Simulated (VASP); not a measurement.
The system is HfCl4F.

```xyz
6
Lattice="0.0000 4.0832 4.0832 4.0832 0.0000 4.0832 4.0832 4.0832 0.0000" Properties=species:S:1:pos:R:3 pbc="T T T"
Hf    0.0000    0.0000    0.0000
Cl    3.0770    5.0893    5.0893
Cl    3.0770    3.0770    3.0770
Cl    5.0893    3.0770    5.0893
Cl    5.0893    5.0893    3.0770
F     4.0832    4.0832    4.0832
```

```yaml
Program: VASP 6.6.1
Task: relaxation of cell and atoms
Functional: PBE
Potentials_or_basis: VASP PAW PBE potentials, release 64 (Hf_pv, Cl, F)
Cutoff: 600 eV
k_mesh: 4 × 4 × 4
Occupations: gaussian, width 0.1 eV
Spin: no spin polarisation
```

At the start: pressure 25.5 GPa; volume 22.69 Å³/atom.

Q: Where does the relaxation end?

A: Over 7 steps the energy falls by 1122.8 meV/atom and the volume is 30.88 Å³/atom (+36.1 %); space group F-43m (No. 216, to 0.05 Å).

The path:
| step | energy change (eV) | largest force (eV/Å) | pressure (GPa) | volume (Å³) |
| --- | --- | --- | --- | --- |
| 1 | 0.0000 | 10.0898 | 25.52 | 136.15 |
| 2 | -4.8109 | 3.2706 | -0.21 | 220.52 |
| 3 | -6.6580 | 0.6841 | 1.27 | 177.53 |
| 4 | -6.6637 | 0.5961 | 1.40 | 176.63 |
| 5 | -6.6675 | 0.4650 | 1.59 | 175.33 |
| 6 | -6.7315 | 0.1075 | 0.43 | 182.34 |
| 7 | -6.7370 | 0.0151 | 0.02 | 185.29 |

Final structure:
```yaml
crystal:
  lattice:
    - [0.00000, 4.52492, 4.52492]
    - [4.52492, 0.00000, 4.52492]
    - [4.52492, 4.52492, 0.00000]
  atoms:
    - { symbol: Hf, position: [0.00000, 0.00000, 0.00000] }
    - { symbol: Cl, position: [0.92402, 0.35866, 0.35866] }
    - { symbol: Cl, position: [0.35866, 0.35866, 0.35866] }
    - { symbol: Cl, position: [0.35866, 0.92402, 0.35866] }
    - { symbol: Cl, position: [0.35866, 0.35866, 0.92402] }
    - { symbol: F, position: [0.50000, 0.50000, 0.50000] }
```

Caveat: the volume moved by over 15 % at a fixed basis, so the end points are rough; an odd number of electrons without spin polarisation forces a metal; a magnetic or distorted state may lie lower.
